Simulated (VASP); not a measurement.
The system is TbBe2H2.

```
CELL_PARAMETERS angstrom
4.03971 0.00000 0.00000
-2.01986 3.49850 0.00000
0.00000 0.00000 3.49498
ATOMIC_POSITIONS crystal
Tb 0.00000 0.00000 0.50000
Be 0.33333 0.66667 0.00000
Be 0.66667 0.33333 0.00000
H 0.33333 0.66667 0.50000
H 0.66667 0.33333 0.50000
```

The cell was generated, and may not be a known phase.

| Item | Value |
| --- | --- |
| Program | VASP 6.6.1 |
| Task | relaxation of cell and atoms |
| Functional | PBE |
| Potentials or basis | VASP PAW PBE potentials, release 64 (Tb_3, Be, H), 4f in core |
| Cutoff | 600 eV |
| k mesh | 6 × 6 × 6 |
| Occupations | gaussian, width 0.1 eV |
| Spin | no spin polarisation |

At the start: pressure 0.6 GPa; volume 9.88 Å³/atom.

Where does the relaxation end?

Over 3 steps the energy falls by 3.2 meV/atom and the volume is 9.97 Å³/atom (+0.9 %); space group P6/mmm (No. 191, to 0.1 Å) before and after.

Step by step:
```csv
step,energy change (eV),largest force (eV/Å),pressure (GPa),volume (Å³)
1,0.0000,0.0000,0.65,49.39
2,-0.0136,0.0000,0.02,49.68
3,-0.0161,0.0000,-0.35,49.86
```

Final structure:
```
CELL_PARAMETERS angstrom
4.01626 0.00000 0.00000
-2.00813 3.47818 0.00000
0.00000 0.00000 3.56909
ATOMIC_POSITIONS crystal
Tb 0.00000 0.00000 0.50000
Be 0.33333 0.66667 0.00000
Be 0.66667 0.33333 0.00000
H 0.33333 0.66667 0.50000
H 0.66667 0.33333 0.50000
```
